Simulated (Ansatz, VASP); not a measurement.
# ZnCu: VASP beside Ansatz

Contents of INCAR:

```
  ALGO = Fast
  EDIFF = 1E-6
  ENCUT = 520
  GGA = PS
  ISIF = 2
  ISMEAR = 0
  LASPH = T
  LCHARG = T
  LELF = T
  LREAL = F
  LVHAR = T
  LWAVE = F
  NBANDS = 18
  NELM = 100
  PREC = Accurate
  SIGMA = 0.15
```

File KPOINTS:

```
k-points
0
Gamma
  16 16 16
```

File POSCAR:

```
ZnCu
1.0
    3.1806000000      0.0000000000      0.0000000000
    0.0000000000      3.1806000000      0.0000000000
    0.0000000000      0.0000000000      2.8272000000
Zn Cu
1 1
Direct
    0.5000000000      0.5000000000      0.5000000000
    0.0000000000      0.0000000000      0.0000000000
```

Input for Ansatz:

```yaml
crystal:
  lattice:
    - [3.1806, 0.0, 0.0]
    - [0.0, 3.1806, 0.0]
    - [0.0, 0.0, 2.8272]
  atoms:
    - { symbol: Zn, position: [0.5, 0.5, 0.5] }
    - { symbol: Cu, position: [0.0, 0.0, 0.0] }
basis:
  ecutwfc: 420
kpoints:
  mp_grid: { grid: [16, 16, 16] }
hamiltonian:
  xc: pbesol
scf:
  occupations: { method: gaussian, width: 0.15 }
output:
  forces: true
  stress: true
  eigenvalues: true
```

Change from the starting cell: strain +0.080 along x and y, -0.040 along z, atoms carried along.

Alike in both runs: task single point; functional PBEsol; k mesh 16 × 16 × 16; occupations gaussian, width 0.15 eV; no spin polarisation.

|  | VASP | Ansatz |
| --- | --- | --- |
| version | VASP 6.6.1 | Ansatz 0.2.0 |
| potentials or method | VASP PAW PBE potentials, release 64 (Zn, Cu), cutoff 520 eV | scalar-relativistic, plane waves, PAW |
| valence electrons in the cell | 23 | 31 |

|  | VASP | Ansatz | Ansatz less VASP |
| --- | --- | --- | --- |
| gap on the k mesh at the Fermi level (eV) | none | none | - |
| pressure (GPa) | -12.9 | -13.9 | -0.93 |
| traceless stress, the component that is largest in VASP (GPa) | 1.55 | 1.51 | -0.039 |

VASP's potentials were made for PBE, not for PBEsol. A gap of «none» marks a metal or a gap that the smearing closes. VASP's potentials hold 23 valence electrons a cell and Ansatz's 31, so a difference there can come from the potentials and not from the codes.
